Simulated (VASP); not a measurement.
Write the native input for VASP 6.6.1 that does the following.

* Task: single point
* Functional: PBEsol
* Potentials or basis: VASP PAW PBE potentials, release 64 (Ir)
* Cutoff: 520 eV
* k mesh: 18 × 18 × 12
* Occupations: gaussian, width 0.15 eV
* Spin: no spin polarisation
* Dipole correction: no
* Further INCAR settings: ALGO = Fast; EDIFF = 1e-07; NBANDS = 16

The structure of Ir lies in POSCAR:

```
Ir
1.0
    2.7513778946     -0.2063533421      0.0000000000
   -1.5543961837      2.4859398232      0.0000000000
    0.0000000000      0.0000000000      4.4622900000
Ir
2
Direct
    0.6666666667      0.3333333333      0.7500000000
    0.3333333333      0.6666666667      0.2500000000
```

This cell differs from its parent crystal: strain -0.1500 x Voigt [0, 0, 0, 0, 0, 1].

The input as run:

INCAR

```
SYSTEM = Ir
PREC = Accurate
ENCUT = 520
EDIFF = 1E-7
ISMEAR = 0
SIGMA = 0.15
LREAL = .False.
LASPH = .True.
NELM = 60
ALGO = Fast
ISIF = 2
LWAVE = .False.
LCHARG = .False.
GGA = PS
NBANDS = 16
```

KPOINTS

```
regular mesh
0
Gamma
  18 18 12
  0 0 0
```

Potentials or basis: VASP PAW PBE potentials, release 64 (Ir).

The run is started by

```bash
$ cat potpaw_PBE.64/Ir/POTCAR > POTCAR
$ mpirun -np 1 vasp_std > vasp.out
```

It gave:

- Pressure: -3.5 GPa
- Largest force: 0.265 eV/Å
- Band gap on the k mesh: zero (bands 9 and 10 overlap by 3.51 eV)

Caveat: the cell differs from its parent crystal (strain -0.1500 x Voigt [0, 0, 0, 0, 0, 1]); the stress differs along the axes, from -13 to 8 GPa; the PAW data sets were made with another functional, which shifts forces and pressure a little; spin-orbit coupling is left out, which moves the levels of the heavy elements.

Wall time 24 min on 1 thread of Intel Xeon 8259CL (shared host), peak memory 0.55 GiB.
